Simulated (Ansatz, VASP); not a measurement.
Ti: VASP beside Ansatz

Contents of INCAR:

```
SYSTEM = Ti
ALGO = Fast
EDIFF = 1E-6
ENCUT = 520
GGA = PS
ISIF = 2
ISMEAR = 0
LASPH = .True.
LCHARG = .True.
LELF = .True.
LREAL = .False.
LVHAR = .True.
LWAVE = .False.
NBANDS = 12
NELM = 100
PREC = Accurate
SIGMA = 0.15
```

Contents of KPOINTS:

```
k-points
0
Gamma
  22 22 22
  0 0 0
```

The input POSCAR:

```
Ti
1.0
   -1.7163720139      1.7163720139      1.4781395784
    1.7163720139     -1.7163720139      1.4781395784
    1.7163720139      1.7163720139     -1.4781395784
Ti
1
Direct
    0.0000000000      0.0000000000      0.0000000000
```

Input for Ansatz:

```yaml
crystal:
  lattice:
    - [-1.7163720139, 1.7163720139, 1.4781395784]
    - [1.7163720139, -1.7163720139, 1.4781395784]
    - [1.7163720139, 1.7163720139, -1.4781395784]
  atoms:
    - { symbol: Ti, position: [0.0, 0.0, 0.0] }
basis:
  ecutwfc: 520.0
kpoints:
  mp_grid: { grid: [22, 22, 22] }
hamiltonian:
  xc: pbesol
  pseudopotentials: { kind: paw, azcp: { folder: soft_1 } }
scf:
  occupations: { method: gaussian, width: 0.15 }
output:
  forces: true
  stress: true
  eigenvalues: true
```

Alike in both runs: task single point; functional PBEsol; k mesh 22 × 22 × 22; occupations gaussian, width 0.15 eV; no spin polarisation.

|  | VASP | Ansatz |
| --- | --- | --- |
| version | VASP 6.6.1 | Ansatz 0.2.0 |
| potentials or method | VASP PAW PBE potentials, release 64 (Ti_sv), cutoff 520 eV | scalar-relativistic, plane waves, PAW |
| valence electrons in the cell | 12 | 12 |

|  | VASP | Ansatz | Ansatz less VASP |
| --- | --- | --- | --- |
| gap on the k mesh at the Fermi level (eV) | none | none | - |
| pressure (GPa) | -5.5 | -5.3 | +0.19 |
| traceless stress, the component that is largest in VASP (GPa) | 0.15 | 0.21 | +0.058 |

VASP's potentials were made for PBE, not for PBEsol, and Ansatz warns of the same on its side. A gap of «none» marks a metal or a gap that the smearing closes.
